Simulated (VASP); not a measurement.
## Al2Cu: single point with PBE

Crystal: Al2Cu.

```
Al Cu
1.0
    -2.18772    2.18772    3.03595
     2.18772   -2.18772    3.03595
     2.18772    2.18772   -3.03595
Al Cu
2 1
Direct
  0.75000 0.25000 0.50000
  0.25000 0.75000 0.50000
  0.50000 0.50000 0.00000
```

```
Program                : VASP 6.6.1
Task                   : single point
Functional             : PBE
Potentials or basis    : VASP PAW PBE potentials, release 64 (Al, Cu)
Cutoff                 : 520 eV
k mesh                 : 14 × 14 × 14
Occupations            : gaussian, width 0.15 eV
Spin                   : no spin polarisation
Dipole correction      : no
Further INCAR settings : ALGO = Fast; EDIFF = 1e-06; NBANDS = 16
```

```yaml
Pressure: -10.8 GPa
```

Stress tensor (GPa, compression positive):
```
-11.06   0.00   0.00
  0.00 -11.06   0.00
  0.00   0.00 -10.26
```

Levels at points of the mesh, in eV from the Fermi level:
| k point | band 7 | band 8 | band 9 | band 10 | band 11 | band 12 |
| --- | --- | --- | --- | --- | --- | --- |
| (0.00, 0.00, 0.00) | 2.23 | 2.33 | 2.42 | 2.42 | 2.85 | 2.85 |
| (0.50, 0.00, 0.00) | -3.31 | 0.59 | 0.72 | 2.44 | 2.53 | 2.74 |
| (0.50, 0.50, 0.00) | -3.19 | -1.64 | -1.52 | -0.29 | 1.69 | 8.44 |
| (0.50, 0.50, 0.50) | -3.15 | -1.68 | -1.68 | -0.47 | 1.58 | 8.47 |

It took 3.6 min on 1 thread of AMD EPYC 9R45 (Zen 5), with other jobs on the host, peak memory 0.31 GiB.
